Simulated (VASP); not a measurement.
Input of a VASP 6.6.1 run:

File INCAR:

```
PREC = Accurate
ENCUT = 600
EDIFF = 1E-6
ISMEAR = -1
SIGMA = 0.08
LREAL = F
LASPH = T
NELM = 100
ALGO = Normal
ISIF = 4
LWAVE = F
LCHARG = F
GGA = PS
IBRION = 2
NSW = 50
EDIFFG = -0.005
```

The input KPOINTS:

```
regular mesh
0
Gamma
  14 14 8
```

POSCAR

```
Hf
1.0
    2.4206835143      0.0000000000      0.0000000000
   -1.2103417571      2.0963734179      0.0000000000
    0.0000000000      0.0000000000      3.8324038840
Hf
2
Direct
    0.3333333333      0.6666666667      0.2500000000
    0.6666666667      0.3333333333      0.7500000000
```

Potentials or basis: VASP PAW PBE potentials, release 64 (Hf_pv).

Run with:

```sh
$ cat potpaw_PBE.64/Hf_pv/POTCAR > POTCAR
$ mpirun -np 1 vasp_std > vasp.out
```

(1) Predict the band gap on the k mesh.

Results:

(1) zero (bands 10 and 11 overlap by 1.91 eV).

Caveat: spin-orbit coupling is left out, which moves the levels of the heavy elements.
